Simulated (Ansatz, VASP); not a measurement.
# One calculation of PtS2, two programs

```
CELL_PARAMETERS angstrom
3.40000 0.00000 0.00000
-1.70000 2.94449 0.00000
0.00000 0.00000 30.82549
ATOMIC_POSITIONS crystal
S 0.66667 0.33333 0.45901
S 0.33333 0.66667 0.54099
Pt 0.00000 0.00000 0.50000
```

Alike in both runs: task single point; functional PBE; dispersion D3(BJ); k mesh 9 × 9 × 1; occupations gaussian, width 0.02 eV; no spin polarisation.

|  | VASP | Ansatz |
| --- | --- | --- |
| version | VASP 6.6.1 | Ansatz 0.2.0 |
| potentials or method | VASP PAW PBE potentials, release 64 (S, Pt), cutoff 520 eV | scalar-relativistic, plane waves, PAW |
| valence electrons in the cell | 22 | 30 |

```csv
,VASP,Ansatz,Ansatz less VASP
gap on the k mesh at the Fermi level (eV),1.90,1.90,+0.003
least direct gap on the mesh (eV),1.99,1.99,0.000
rms of the force components (eV/Å),0.408,0.430,+0.0222
```

VASP's potentials hold 22 valence electrons a cell and Ansatz's 30, so a difference there can come from the potentials and not from the codes.

Neither program's run includes spin-orbit coupling.
